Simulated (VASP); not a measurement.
Input of a VASP 6.6.1 run:

INCAR

```
PREC = Accurate
ENCUT = 700
EDIFF = 1E-6
ISMEAR = 0
SIGMA = 0.1
LREAL = False
LASPH = True
NELM = 200
ALGO = Normal
ISIF = 2
LWAVE = False
LCHARG = False
ISPIN = 2
MAGMOM = 2.74 0 0
LORBIT = 11
LMAXMIX = 4
GGA = PS
NBANDS = 24
GGA_COMPAT = False
```

The input KPOINTS:

```
Automatic mesh
0
Gamma
  3 3 3
```

Contents of POSCAR:

```
MnO2
1.0
    1.4284348394      0.8247072390      4.5839315268
   -1.4284348394      0.8247072390      4.5839315268
    0.0000000000     -1.6494144781      4.5839315268
Mn O
1 2
Direct
    0.0000000000      0.0000000000      0.0000000000
    0.2647807071      0.2647807071      0.2647807071
    0.7352192929      0.7352192929      0.7352192929
```

Potentials or basis: VASP PAW PBE potentials, release 64 (Mn_sv, O).

Command:

```console
$ cat potpaw_PBE.64/Mn_sv/POTCAR potpaw_PBE.64/O/POTCAR > POTCAR
$ mpirun -np 1 vasp_std > vasp.out
```

(1) What does it give for the net moment?

(2) What does it give for the band gap on the k mesh?

(3) Estimate the largest force.

(4) Predict the pressure.

## Answers

(1) 3.00 μB per cell.

(2) 0.84 eV.

(3) 0.013 eV/Å.

(4) -0.9 GPa.

Caveat: the k points lie up to 0.86 Å⁻¹ apart, too coarse for converged energies, forces and pressures; the PAW data sets were made with another functional, which shifts forces and pressure a little; a cell with one magnetic atom can't hold antiferromagnetic order, which such compounds often take.
